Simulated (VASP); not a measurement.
A run of VASP 6.6.1 is set up as follows.

File INCAR:

```
PREC = Accurate ; ENCUT = 520
EDIFF = 1E-6 ; ISMEAR = -1
SIGMA = 0.1 ; LREAL = F
LASPH = T ; NELM = 60
ALGO = Normal ; ISIF = 2
LWAVE = F ; LCHARG = T
GGA = PS ; LELF = T
LVHAR = T ; NBANDS = 10
```

File KPOINTS:

```
regular mesh
0
Gamma
  8 8 8
```

Contents of POSCAR:

```
K
1.0
    4.2548496140      0.0000000000      0.0000000000
    0.0000000000      4.2548496140      0.0000000000
    0.0000000000      0.0000000000      4.2548496140
K
1
Direct
    0.0000000000      0.0000000000      0.0000000000
```

Potentials or basis: VASP PAW PBE potentials, release 64 (K_sv).

Launch:

```bash
$ cat potpaw_PBE.64/K_sv/POTCAR > POTCAR
$ mpirun -np 1 vasp_std > vasp.out
```

(1) Predict the pressure.

## Answers

(1) 0.0 GPa.

Caveat: the PAW data sets were made with another functional, which shifts forces and pressure a little.
